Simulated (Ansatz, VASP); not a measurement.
## Two plane-wave programs on BP

```xyz
2
Lattice="0.0000 2.2741 2.2741 2.2741 0.0000 2.2741 2.2741 2.2741 0.0000" Properties=species:S:1:pos:R:3 pbc="T T T"
B     0.0000    0.0000    0.0000
P     1.1370    1.1370    1.1370
```

Alike in both runs: functional PBE; k mesh 10 × 10 × 10; occupations gaussian, width 0.02 eV; no spin polarisation.

Ansatz relaxed the structure, and its values are those at the end. VASP's run is a single point on that final structure, the one shown.

```csv
,VASP,Ansatz
version,VASP 6.6.1,Ansatz 0.2.0
potentials or method,"VASP PAW PBE potentials, release 64 (B, P), cutoff 500 eV","scalar-relativistic, plane waves, PAW"
valence electrons in the cell,8,8
```

Ansatz gave:

* gap on the k mesh at the Fermi level (eV): 1.25
* least direct gap on the mesh (eV): 3.39
* pressure (GPa): 0.0

**Question.** What did VASP give for the same quantities?

**Answer.** gap on the k mesh at the Fermi level (eV): 1.25; least direct gap on the mesh (eV): 3.39; pressure (GPa): -0.2.

With one functional, cell and mesh, what is left measures potentials, basis and numerics.
